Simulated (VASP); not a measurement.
The system is AlNi.

```
CELL_PARAMETERS angstrom
1.93869 -1.95319 0.00000
1.93869 1.95319 0.00000
0.00000 0.00000 3.09943
ATOMIC_POSITIONS crystal
Al 0.00000 0.00000 0.00000
Ni 0.50000 0.50000 0.50000
```

Base run:

- Program: VASP 6.6.1
- Functional: PBEsol
- Potentials or basis: VASP PAW PBE potentials, release 64 (Al, Ni)
- Cutoff: 520 eV
- k mesh: 10 × 10 × 10
- Occupations: gaussian, width 0.1 eV
- Spin: no spin polarisation

Its results: pressure 0.6 GPa.

Question: The run is repeated on the same cell with these changes: k mesh from 10 × 10 × 10 to 1 × 1 × 1. What comes out?

Answer: Pressure -3.6 GPa.

Caveats: some runs use coarse meshes; the PAW data sets were made with another functional, which shifts forces and pressure a little.
